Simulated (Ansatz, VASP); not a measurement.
Sr: VASP beside Ansatz

```
Sr
1.0
     4.35376    0.00000    0.00000
    -2.17688    3.77046    0.00000
     0.00000    0.00000    6.90900
Sr
2
Direct
  0.33333 0.66667 0.25000
  0.66667 0.33333 0.75000
```

Change from the starting cell: z stretched by -2 % at fixed volume.

Alike in both runs: task single point; functional PBE; k mesh 10 × 10 × 5; occupations fermi-dirac, width 0.08 eV; no spin polarisation.

|  | VASP | Ansatz |
| --- | --- | --- |
| version | VASP 6.6.1 | Ansatz 0.2.0 |
| potentials or method | VASP PAW PBE potentials, release 64 (Sr_sv), cutoff 520 eV | all-electron LAPW, scalar-relativistic |

|  | VASP | Ansatz | Ansatz less VASP |
| --- | --- | --- | --- |
| pressure (GPa) | -0.3 | -0.3 | -0.01 |
| traceless stress, the component that is largest in VASP (GPa) | 0.42 | 0.42 | 0.000 |

Ansatz ran all-electron here, and VASP with PAW potentials.
